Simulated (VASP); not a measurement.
Write the native input for VASP 6.6.1 that does the following.

```
Task                   : single point
Functional             : PBE
Potentials or basis    : VASP PAW PBE potentials, release 64 (Mg, S)
Cutoff                 : 520 eV
k mesh                 : 9 × 9 × 6
Occupations            : gaussian, width 0.05 eV
Spin                   : no spin polarisation
Dipole correction      : no
Further INCAR settings : ALGO = Normal; EDIFF = 1e-06; NBANDS = 16
```

The structure of MgS lies in POSCAR:

```
MgS
1.0
    4.0346224068      0.0000000000      0.0000000000
   -2.0173112034      3.4940854990      0.0000000000
    0.0000000000      0.0000000000      6.4322941800
Mg S
2 2
Direct
    0.6666666700      0.3333333300      0.4957548500
    0.3333333300      0.6666666700      0.9957548500
    0.3333333300      0.6666666700      0.3792441500
    0.6666666700      0.3333333300      0.8947907026
```

These files were run (other wordings do the same):

INCAR

```
SYSTEM = MgS
ALGO = Normal
EDIFF = 1E-6
ENCUT = 520
GGA = PE
ISIF = 2
ISMEAR = 0
LASPH = .True.
LCHARG = .False.
LREAL = .False.
LWAVE = .False.
NBANDS = 16
NELM = 80
PREC = Accurate
SIGMA = 0.05
```

KPOINTS

```
k-points
0
Gamma
  9 9 6
  0 0 0
```

Potentials or basis: VASP PAW PBE potentials, release 64 (Mg, S).

The run is started by

```bash
$ cat potpaw_PBE.64/Mg/POTCAR potpaw_PBE.64/S/POTCAR > POTCAR
$ mpirun -np 1 vasp_std > vasp.out
```

Results of the run:

| Property | Result |
| --- | --- |
| Pressure | 1.0 GPa |
| Largest force | 0.666 eV/Å |
| Band gap on the k mesh | 3.35 eV, direct |

Run time: 43 s on 1 thread of AMD EPYC 9R45 96-Core Processor (Zen 5) (shared host), peak memory 0.21 GiB.
